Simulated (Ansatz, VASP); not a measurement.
# AlN in VASP and in Ansatz

```
Al N
1.0
     0.00000    2.13624    2.08538
     2.13624    0.00000    2.08538
     2.13624    2.13624    0.00000
Al N
1 1
Direct
  0.50000 0.50000 0.50000
  0.00000 0.00000 0.00000
```

Change from the starting cell: strain +0.050 along x and y, +0.025 along z, atoms carried along.

Alike in both runs: task single point; functional LDA; k mesh 10 × 10 × 10; occupations gaussian, width 0.05 eV; no spin polarisation.

```csv
,VASP,Ansatz
version,VASP 6.6.1,Ansatz 0.2.0
potentials or method,"VASP PAW LDA potentials, release 64 (Al, N), cutoff 520 eV","scalar-relativistic, plane waves, PAW"
valence electrons in the cell,8,8
```

VASP gave:

| Property | Result |
| --- | --- |
| gap on the k mesh at the Fermi level (eV) | 3.02 |
| least direct gap on the mesh (eV) | 3.81 |
| pressure (GPa) | -32.4 |
| traceless stress, the component that is largest in VASP (GPa) | 1.35 |

Q: Estimate Ansatz's values.

A: gap on the k mesh at the Fermi level (eV): 3.02; least direct gap on the mesh (eV): 3.79; pressure (GPa): -32.7; traceless stress, the component that is largest in VASP (GPa): 1.26.

LDA's correlation is that of Perdew and Zunger in VASP and of Perdew and Wang (1992) in Ansatz. Both programs put the cell under strong tension, so it lies far from rest at this level.

Noted on VASP's run: the cell as given lies far from equilibrium.
